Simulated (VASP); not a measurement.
SrMg, 2 atoms in the cell. Symmetry: Pm-3m, No. 221, cubic system. Conventional cell: a = 4.132 Å, b = 4.132 Å, c = 4.132 Å, α = 90.00°, β = 90.00°, γ = 90.00°. Within 4.7 Å of Sr (site symmetry m-3m) lie 8 Mg at 3.58 Å and 6 Sr at 4.13 Å. Within 4.7 Å of Mg (site symmetry m-3m) lie 8 Sr at 3.58 Å and 6 Mg at 4.13 Å. 

```yaml
Program: VASP 6.6.1
Task: single point
Functional: PBEsol
Potentials_or_basis: VASP PAW PBE potentials, release 64 (Sr_sv, Mg)
Cutoff: 520 eV
k_mesh: 10 × 10 × 10
Occupations: fermi-dirac, width 0.08 eV
Spin: no spin polarisation
Dipole_correction: no
Further_INCAR_settings: ALGO = Normal; EDIFF = 1e-06; NBANDS = 13
```

Potentials or basis: VASP PAW PBE potentials, release 64 (Sr_sv, Mg).

Command:

```console
$ cat potpaw_PBE.64/Sr_sv/POTCAR potpaw_PBE.64/Mg/POTCAR > POTCAR
$ mpirun -np 1 vasp_std > vasp.out
```

Hardware: 1 thread of Intel(R) Xeon(R) Platinum 8488C (Sapphire Rapids), on a shared host.

Question: Estimate the wall time of this run.

Answer: Wall time 16 s on 1 thread of Intel(R) Xeon(R) Platinum 8488C (Sapphire Rapids) (shared host), peak memory 0.21 GiB. Counts: scf iterations 11, k points 56.
